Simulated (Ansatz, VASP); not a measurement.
Two plane-wave programs on MgO

```
Mg O
1.0
     0.00000    2.13515    2.13515
     2.45542    0.00000    2.13515
     2.45542    2.13515    0.00000
Mg O
1 1
Direct
  0.00000 0.00000 0.00000
  0.50000 0.50000 0.50000
```

Change from the starting cell: strain +0.1500 x Voigt [1, 0, 0, 0, 0, 0], atoms carried along.

Alike in both runs: task single point; functional r2SCAN; k mesh 10 × 10 × 10; occupations gaussian, width 0.05 eV; no spin polarisation.

|  | VASP | Ansatz |
| --- | --- | --- |
| version | VASP 6.6.1 | Ansatz 0.2.0 |
| potentials or method | VASP PAW PBE potentials, release 64 (Mg_sv, O), cutoff 660 eV | scalar-relativistic, plane waves, PAW |
| valence electrons in the cell | 16 | 16 |

```csv
,VASP,Ansatz,Ansatz less VASP
gap on the k mesh at the Fermi level (eV),3.86,3.83,-0.028
least direct gap on the mesh (eV),3.86,3.83,-0.028
pressure (GPa),-18.0,-17.7,+0.36
"traceless stress, the component that is largest in VASP (GPa)",-3.33,-3.10,+0.226
```

VASP's potentials were made for PBE, not for r2SCAN.
